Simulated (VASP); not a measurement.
# Cl (Im-3m) in VASP: further runs

Runs on Cl. Level: LDA. Tasks: single point, relaxation of cell and atoms.

Everything below comes from runs of VASP 6.6.1. Logs are shortened: lines on timing, memory, paths and dates and some standing lists are left out, and cuts for length are marked.

### Step 1. The cell of the first run

The structure is cubic, space group Im-3m (No. 229). The conventional cell has a = 3.103 Å, b = 3.103 Å, c = 3.103 Å, α = 90.00°, β = 90.00°, γ = 90.00°. Within 3.5 Å of Cl (site symmetry m-3m) lie 14 Cl at 2.69 to 3.10 Å.

### Step 2. Single point, LDA

Contents of INCAR:

```
  PREC = Accurate
  ENCUT = 500
  EDIFF = 1E-6
  ISMEAR = -1
  SIGMA = 0.1
  LREAL = False
  LASPH = True
  NELM = 120
  ALGO = Normal
  ISIF = 2
  LWAVE = False
  LCHARG = False
  GGA = CA
  NBANDS = 10
  GGA_COMPAT = False
```

Contents of KPOINTS:

```
regular mesh
0
Gamma
  16 16 16
```

Contents of POSCAR:

```
Cl
1.0
   -1.5514733853      1.5514733853      1.5514733853
    1.5514733853     -1.5514733853      1.5514733853
    1.5514733853      1.5514733853     -1.5514733853
Cl
1
Direct
    0.0000000000      0.0000000000      0.0000000000
```

Potentials or basis: VASP PAW LDA potentials, release 64 (Cl).

On the command line:

```
cat potpaw_LDA.64/Cl/POTCAR > POTCAR
mpirun -np 1 vasp_std > vasp.out
```

OUTCAR:

```text
PREC = Accurate
   ENCUT = 500
   EDIFF = 1E-6
   ISMEAR = -1
   LREAL = False
   LASPH = True
   NELM = 120
   ISIF = 2
   GGA = CA

 ion  position               nearest neighbor table
   1  0.000  0.000  0.000-

  LATTYP: Found a body centered cubic cell.
 ALAT       =     3.1029467706

  Lattice vectors:

 A1 = (  -1.5514733853,   1.5514733853,   1.5514733853)
 A2 = (   1.5514733853,  -1.5514733853,   1.5514733853)
 A3 = (   1.5514733853,   1.5514733853,  -1.5514733853)

Analysis of symmetry for initial positions (statically):
=====================================================================
 Subroutine PRICEL returns:
 Original cell was already a primitive cell.

 Routine SETGRP: Setting up the symmetry group for a
 body centered cubic supercell.

 Subroutine GETGRP returns: Found 48 space group operations
 (whereof 48 operations were pure point group operations)
 out of a pool of 48 trial point group operations.

The static configuration has the point symmetry O_h .

Analysis of symmetry for dynamics (positions and initial velocities):
=====================================================================
 Subroutine PRICEL returns:
 Original cell was already a primitive cell.

 Routine SETGRP: Setting up the symmetry group for a
 body centered cubic supercell.

 Subroutine GETGRP returns: Found 48 space group operations
 (whereof 48 operations were pure point group operations)
 out of a pool of 48 trial point group operations.

The dynamic configuration has the point symmetry O_h .

 Subroutine INISYM returns: Found 48 space group operations
 (whereof 48 operations are pure point group operations),
 and found     1 'primitive' translations

----------------------------------------------------------------------------------------

                                     Primitive cell

  volume of cell :      14.9380

  direct lattice vectors                    reciprocal lattice vectors
    -1.551473385  1.551473385  1.551473385     0.000000000  0.322274301  0.322274301
     1.551473385 -1.551473385  1.551473385     0.322274301  0.000000000  0.322274301
     1.551473385  1.551473385 -1.551473385     0.322274301  0.322274301  0.000000000

  length of vectors
     2.687230730  2.687230730  2.687230730     0.455764687  0.455764687  0.455764687
[... 79 lines left out ...]
   EDIFF  = 0.1E-05   stopping-criterion for ELM
   LREAL  =      F    real-space projection
   EDIFFG = 0.1E-04   stopping-criterion for IOM
   NSW    =      0    number of steps for IOM
   IBRION =     -1    ionic relax: 0-MD 1-quasi-New 2-CG
   NFREE  =      0    steps in history (QN), initial steepest desc. (CG)
   ISIF   =      2    stress and relaxation
   ISYM   =      2    0-nonsym 1-usesym 2-fastsym
   POTIM  = 0.5000    time-step for ionic-motion
   TEBEG  =    0.0;   TEEND  =   0.0 temperature during run
   PSTRESS=    0.0 pullay stress
   NELECT =       7.0000    total number of electrons
   NUPDOWN=      -1.0000    fix difference up-down
   EMIN   =  10.00;   EMAX   =-10.00  energy-range for DOS
   EFERMI =   0.00;   METHOD = LEGACY
   ISMEAR =    -1;   SIGMA  =   0.10  broadening in eV -4-tet -1-fermi 0-gaus
   EFERMI_NEDOS =   21; number of points for ismear=-14 and -15
   IALGO  =     38    algorithm
   IMIX   =      4    mixing-type and parameters
     AMIX     =   0.40;   BMIX     =  1.00
     AMIX_MAG =   1.60;   BMIX_MAG =  1.00
  volume/ion in A,a.u.               =      14.94       100.81
  Fermi-wavevector in a.u.,A,eV,Ry     =   1.271579  2.402935 21.999423  1.616912
  Thomas-Fermi vector in A             =   2.404504
   LORBIT       =      0    0 simple, 1 ext, 2 COOP (PROOUT), +10 PAW based schemes
   GGA     = CA    functional components
   LHFCALC =     F    Hartree Fock is set to
   AEXX    =    0.0000 exact exchange contribution
   IVDW    =     0    specifies the selected vdW correction
   LEPSILON=     F    determine dielectric tensor
   LRPA    =     F    only Hartree local field effects (RPA)
 non-spin polarized calculation
  energy-cutoff  :      500.00
  volume of cell :       14.94
 maximum number of plane-waves:       390
   NGX =  9   NGY =  9   NGZ =  9

 number of electron       6.9999998 magnetization

 Free energy of the ion-electron system (eV)
  ---------------------------------------------------
  ext. energy  EPLUGINS =         0.00000000
  ---------------------------------------------------
  free energy    TOTEN  =        -1.44972980 eV

  energy without entropy =       -1.41251547  energy(sigma->0) =       -1.43112263

 E-fermi :   6.6267     XC(G=0): -11.6709

 val. band max:        6.6244289063   @ k =   0.1875   0.0625   0.0000
 cond. band min:       6.6500946061   @ k =   0.1250   0.1250   0.0000
 fundamental gap:      0.0256656998
 Fermi energy:         6.6266672606

 k-point     1 :       0.0000    0.0000    0.0000
  band No.  band energies     occupation
      1     -11.8531      2.00000
      2       7.9431      0.00000
      3       7.9431      0.00000
      4       7.9431      0.00000
      5      19.4394      0.00000
      6      20.4806      0.00000
      7      20.4806      0.00000
      8      20.4806      0.00000
      9      24.2097      0.00000
     10      24.2097      0.00000
[... 287 lines left out ...]
 k-point    24 :       0.2500    0.1875    0.0000
  band No.  band energies     occupation
      1      -8.9613      2.00000
      2       1.1351      2.00000
      3       4.2163      2.00000
      4       6.7931      0.31824
      5      16.9247      0.00000
      6      18.4475      0.00000
      7      22.7997      0.00000
      8      24.1112      0.00000
      9      27.5462      0.00000
     10      30.6200      0.00000

 [... further k-points ...]

------------------------ aborting loop because EDIFF is reached ----------------------------------------

  FORCE on cell =-STRESS in cart. coord.  units (eV):
  Direction    XX          YY          ZZ          XY          YZ          ZX
  --------------------------------------------------------------------------------------
  -------------------------------------------------------------------------------------
  Total        1.7647383      1.7647383      1.7647383      0.0000000      0.0000000      0.0000000
  in kB      189.2770313    189.2770313    189.2770313      0.0000000      0.0000000      0.0000000
  external PRESSURE =     189.2770313 kB  Pullay stress =       0.0000000 kB

 VOLUME and BASIS-vectors are now :
 -----------------------------------------------------------------------------
  energy-cutoff  :      500.00
  volume of cell :       14.94
      direct lattice vectors                 reciprocal lattice vectors
    -1.551473385  1.551473385  1.551473385     0.000000000  0.322274301  0.322274301
     1.551473385 -1.551473385  1.551473385     0.322274301  0.000000000  0.322274301
     1.551473385  1.551473385 -1.551473385     0.322274301  0.322274301  0.000000000

 POSITION                                       TOTAL-FORCE (eV/Angst)
 -----------------------------------------------------------------------------------
      0.00000      0.00000      0.00000         0.000000     -0.000000     -0.000000
 -----------------------------------------------------------------------------------
    total drift:                                0.000000      0.000000     -0.000000

  FREE ENERGIE OF THE ION-ELECTRON SYSTEM (eV)
  ---------------------------------------------------
  free  energy   TOTEN  =        -1.4497298037 eV

  energy  without entropy=       -1.4125154661  energy(sigma->0) =       -1.43112263
```

OSZICAR:

```text
N       E                     dE             d eps       ncg     rms          rms(c)
DAV:   1     0.146457484799E+02    0.14646E+02   -0.31591E+03  3004   0.537E+02
DAV:   2    -0.103351982198E+01   -0.15679E+02   -0.15185E+02  3836   0.101E+02
DAV:   3    -0.144871097954E+01   -0.41519E+00   -0.40409E+00  3462   0.131E+01
DAV:   4    -0.144972477904E+01   -0.10138E-02   -0.10136E-02  3566   0.837E-01
DAV:   5    -0.144972709583E+01   -0.23168E-05   -0.23169E-05  3426   0.372E-02    0.930E+00
DAV:   6    -0.144964232946E+01    0.84766E-04   -0.42723E-04  3326   0.115E-01    0.558E+00
DAV:   7    -0.144973916539E+01   -0.96836E-04   -0.53343E-04  3246   0.135E-01    0.367E-02
DAV:   8    -0.144972976727E+01    0.93981E-05   -0.27040E-05  3212   0.305E-02    0.937E-03
DAV:   9    -0.144972980373E+01   -0.36457E-07   -0.22829E-06  2942   0.973E-03
   1 F= -.14497298E+01 E0= -.14311226E+01  d E =-.372143E-01
```

Wall time 10 s (1 thread of Intel Xeon 8259CL, shared host); peak memory 0.12 GiB.

Results:

```
Free energy            : -1.4497 eV
Pressure               : 18.9 GPa
Band gap on the k mesh : zero (an odd number of electrons rules out a gap without spin polarisation)
```

Caveat: the cell stands under pressure; an odd number of electrons without spin polarisation forces a metal; a magnetic or distorted state may lie lower.

### Step 3. Single point, LDA

Contents of INCAR:

```
SYSTEM = Cl
  PREC = Accurate
  ENCUT = 500
  EDIFF = 1E-6
  ISMEAR = -1
  SIGMA = 0.1
  LREAL = .FALSE.
  LASPH = .TRUE.
  NELM = 120
  ALGO = Normal
  ISIF = 2
  LWAVE = .FALSE.
  LCHARG = .FALSE.
  GGA = CA
  NBANDS = 10
  GGA_COMPAT = .FALSE.
```

Contents of KPOINTS:

```
Automatic mesh
0
G
  16 16 16
  0 0 0
```

POSCAR is that of step 2.

Potentials or basis: VASP PAW LDA potentials, release 64 (Cl).

On the command line:

```
cat potpaw_LDA.64/Cl/POTCAR > POTCAR
mpirun -np 1 vasp_std > vasp.out
```

Run time: 11 s. Hardware: 1 thread of Intel Xeon 8259CL, shared host; peak memory 0.12 GiB.

It converged, with:

| Quantity | Value |
| --- | --- |
| Free energy | -1.4497 eV |
| Pressure | 18.9 GPa |
| Band gap on the k mesh | zero (an odd number of electrons rules out a gap without spin polarisation) |

Levels at points of the mesh, in eV from the Fermi level:
```
           k point  band 2  band 3  band 4  band 5  band 6  band 7
(0.00, 0.00, 0.00)    1.32    1.32    1.32   12.81   13.85   13.85
(0.50, 0.00, 0.00)   -7.66   -1.22    0.75    8.28    9.84   19.47
(0.50, 0.50, 0.50)   -4.25   -4.25   -4.25    5.40    5.40   23.77
```

Caveat: the cell stands under pressure; an odd number of electrons without spin polarisation forces a metal; a magnetic or distorted state may lie lower.

### Step 4. Relaxation of cell and atoms, LDA, target pressure 19 GPa, at which the enthalpy is minimised

This run uses another cell than the first one, of 14.72 Å³/atom.

Contents of INCAR:

```
SYSTEM = Cl
PREC = Accurate ; ENCUT = 500
EDIFF = 1E-7 ; ISMEAR = -1
SIGMA = 0.1 ; LREAL = .False.
LASPH = .True. ; NELM = 120
ALGO = Normal ; ISIF = 3
LWAVE = .False. ; LCHARG = .False.
IBRION = 2 ; NSW = 60
EDIFFG = -0.005 ; PSTRESS = 190.0
GGA_COMPAT = .False. ; NELMIN = 4
```

Contents of KPOINTS:

```
Automatic mesh
0
Gamma
  16 16 16
  0 0 0
```

Contents of POSCAR:

```
Cl
1.0
   -1.5437474268      1.5437474268      1.5437474268
    1.5437474268     -1.5437474268      1.5437474268
    1.5437474268      1.5437474268     -1.5437474268
Cl
1
Direct
    0.0000000000      0.0000000000      0.0000000000
```

Potentials or basis: VASP PAW LDA potentials, release 64 (Cl).

On the command line:

```
cat potpaw_LDA.64/Cl/POTCAR > POTCAR
mpirun -np 1 vasp_std > vasp.out
```

OUTCAR:

```text
SYSTEM = Cl
   PREC = Accurate
   ENCUT = 500
   EDIFF = 1E-7
   ISMEAR = -1
   LREAL = .False.
   LASPH = .True.
   NELM = 120
   ISIF = 3
   IBRION = 2
   NSW = 60
   EDIFFG = -0.005
   PSTRESS = 190.0
   NELMIN = 4

 ion  position               nearest neighbor table
   1  0.000  0.000  0.000-

  LATTYP: Found a body centered cubic cell.
 ALAT       =     3.0874948536

  Lattice vectors:

 A1 = (  -1.5437474268,   1.5437474268,   1.5437474268)
 A2 = (   1.5437474268,  -1.5437474268,   1.5437474268)
 A3 = (   1.5437474268,   1.5437474268,  -1.5437474268)

Analysis of symmetry for initial positions (statically):
=====================================================================
 Subroutine PRICEL returns:
 Original cell was already a primitive cell.

 Routine SETGRP: Setting up the symmetry group for a
 body centered cubic supercell.

 Subroutine GETGRP returns: Found 48 space group operations
 (whereof 48 operations were pure point group operations)
 out of a pool of 48 trial point group operations.

The static configuration has the point symmetry O_h .

Analysis of symmetry for dynamics (positions and initial velocities):
=====================================================================
 Subroutine PRICEL returns:
 Original cell was already a primitive cell.

 Routine SETGRP: Setting up the symmetry group for a
 body centered cubic supercell.

 Subroutine GETGRP returns: Found 48 space group operations
 (whereof 48 operations were pure point group operations)
 out of a pool of 48 trial point group operations.

The dynamic configuration has the point symmetry O_h .

 Subroutine INISYM returns: Found 48 space group operations
 (whereof 48 operations are pure point group operations),
 and found     1 'primitive' translations

----------------------------------------------------------------------------------------
[... 120 lines left out ...]
   LEPSILON=     F    determine dielectric tensor
   LRPA    =     F    only Hartree local field effects (RPA)
 conjugate gradient relaxation of ions
 non-spin polarized calculation
  energy-cutoff  :      500.00
  volume of cell :       14.72
 maximum number of plane-waves:       386
   NGX =  9   NGY =  9   NGZ =  9

--------------------------------------- Ionic step        1  -------------------------------------------

 number of electron       6.9999997 magnetization

 Free energy of the ion-electron system (eV)
  ---------------------------------------------------
  ext. energy  EPLUGINS =         0.00000000
  ---------------------------------------------------
  free energy    TOTEN  =        -1.42188410 eV

  energy without entropy =       -1.38553675  energy(sigma->0) =       -1.40371043

------------------------ aborting loop because EDIFF is reached ----------------------------------------

  FORCE on cell =-STRESS in cart. coord.  units (eV):
  Direction    XX          YY          ZZ          XY          YZ          ZX
  --------------------------------------------------------------------------------------
  -------------------------------------------------------------------------------------
  Total        1.9270297      1.9270297      1.9270297      0.0000000     -0.0000000      0.0000000
  in kB      209.8023106    209.8023106    209.8023106      0.0000000     -0.0000000      0.0000000
  external PRESSURE =      19.8023106 kB  Pullay stress =     190.0000000 kB
[... 61 lines left out ...]
--------------------------------------- Ionic step        3  -------------------------------------------

 number of electron       6.9999998 magnetization

 Free energy of the ion-electron system (eV)
  ---------------------------------------------------
  ext. energy  EPLUGINS =         0.00000000
  ---------------------------------------------------
  free energy    TOTEN  =        -1.44830102 eV

  energy without entropy =       -1.41112598  energy(sigma->0) =       -1.42971350

 E-fermi :   6.6384     XC(G=0): -11.6741

 val. band max:        6.6361305308   @ k =   0.1875   0.0625   0.0000
 cond. band min:       6.6615956928   @ k =   0.1250   0.1250   0.0000
 fundamental gap:      0.0254651620
 Fermi energy:         6.6383790879

 k-point     1 :       0.0000    0.0000    0.0000
  band No.  band energies     occupation
      1     -11.8492      2.00000
      2       7.9566      0.00000
      3       7.9566      0.00000
      4       7.9566      0.00000
      5      19.4599      0.00000
      6      20.4914      0.00000
      7      20.4914      0.00000
[... 221 lines left out ...]
 k-point    24 :       0.2500    0.1875    0.0000
  band No.  band energies     occupation
      1      -8.9541      2.00000
      2       1.1423      2.00000
      3       4.2250      2.00000
      4       6.8049      0.31815
      5      16.9352      0.00000
      6      18.4594      0.00000
      7      22.8148      0.00000

 [... further k-points ...]

------------------------ aborting loop because EDIFF is reached ----------------------------------------

  FORCE on cell =-STRESS in cart. coord.  units (eV):
  Direction    XX          YY          ZZ          XY          YZ          ZX
  --------------------------------------------------------------------------------------
  -------------------------------------------------------------------------------------
  Total        1.7699392      1.7699392      1.7699392      0.0000000      0.0000000     -0.0000000
  in kB      189.9645791    189.9645791    189.9645791      0.0000000      0.0000000     -0.0000000
  external PRESSURE =      -0.0354209 kB  Pullay stress =     190.0000000 kB
[... 20 lines left out ...]
  energy  without entropy=       -1.4111259824  energy(sigma->0) =       -1.42971350

  enthalpy is  TOTEN    =         0.3219681614 eV   P V=        1.7702691806

 reached required accuracy - stopping structural energy minimisation
```

OSZICAR:

```text
N       E                     dE             d eps       ncg     rms          rms(c)
DAV:   1     0.168802918562E+02    0.16880E+02   -0.32096E+03  2086   0.763E+02
DAV:   2    -0.113616057582E+01   -0.18016E+02   -0.17512E+02  2835   0.111E+02
DAV:   3    -0.142142126511E+01   -0.28526E+00   -0.28219E+00  2527   0.159E+01
[... 18 lines left out ...]
DAV:   2    -0.144908755351E+01    0.33710E-02   -0.54174E-03  2352   0.612E-01    0.192E-01
DAV:   3    -0.144831081389E+01    0.77674E-03   -0.28117E-03  2156   0.397E-01    0.153E-01
DAV:   4    -0.144830226692E+01    0.85470E-05   -0.19962E-05  3094   0.468E-02    0.217E-02
DAV:   5    -0.144830102190E+01    0.12450E-05   -0.39133E-06  2219   0.144E-02    0.596E-03
DAV:   6    -0.144830101918E+01    0.27161E-08   -0.24186E-08  1652   0.180E-03
   3 F= 0.32196816E+00 E0= 0.34055568E+00  d E =-.129367E-02
```

CONTCAR:

```text
Cl
   1.00000000000000
    -1.5511201259725804    1.5511201259725804    1.5511201259725804
     1.5511201259725804   -1.5511201259725804    1.5511201259725804
     1.5511201259725804    1.5511201259725804   -1.5511201259725804
  Cl
     1
Direct
     0.0000000000000000    0.0000000000000000    0.0000000000000000

  0.00000000E+00  0.00000000E+00  0.00000000E+00
```

It took 18 s on 1 thread of Intel Xeon 8259CL, shared host; peak memory 0.12 GiB.

Results:

| Quantity | Value |
| --- | --- |
| Free energy | -1.4483 eV |
| Relaxed volume | 14.93 Å³/atom |
| Relaxed cell | a = 2.687 Å, b = 2.687 Å, c = 2.687 Å, α = 109.47°, β = 109.47°, γ = 109.47° |
| Space group after relaxing (to 0.1 Å) | Im-3m (No. 229) |
| Energy change on relaxing (the run minimises the enthalpy) | -26.4 meV/atom |
| Ionic steps | 3 |
| Pressure after relaxing | 19.0 GPa |
| Band gap on the k mesh | zero (an odd number of electrons rules out a gap without spin polarisation) |

The path:
| step | energy change (eV) | largest force (eV/Å) | pressure (GPa) | volume (Å³) |
| --- | --- | --- | --- | --- |
| 1 | 0.0000 | 0.0000 | 20.98 | 14.72 |
| 2 | -0.0467 | 0.0000 | 17.40 | 15.11 |
| 3 | -0.0264 | 0.0000 | 19.00 | 14.93 |

Final structure:
```xyz
1
Lattice="-1.5511 1.5511 1.5511 1.5511 -1.5511 1.5511 1.5511 1.5511 -1.5511" Properties=species:S:1:pos:R:3 pbc="T T T"
Cl    0.0000    0.0000    0.0000
```

Caveat: the cell is relaxed towards a set pressure, so the run minimises the enthalpy, not the energy; an odd number of electrons without spin polarisation forces a metal; a magnetic or distorted state may lie lower.

The gap in the log of VASP goes by the Fermi energy; the results here count the filled bands.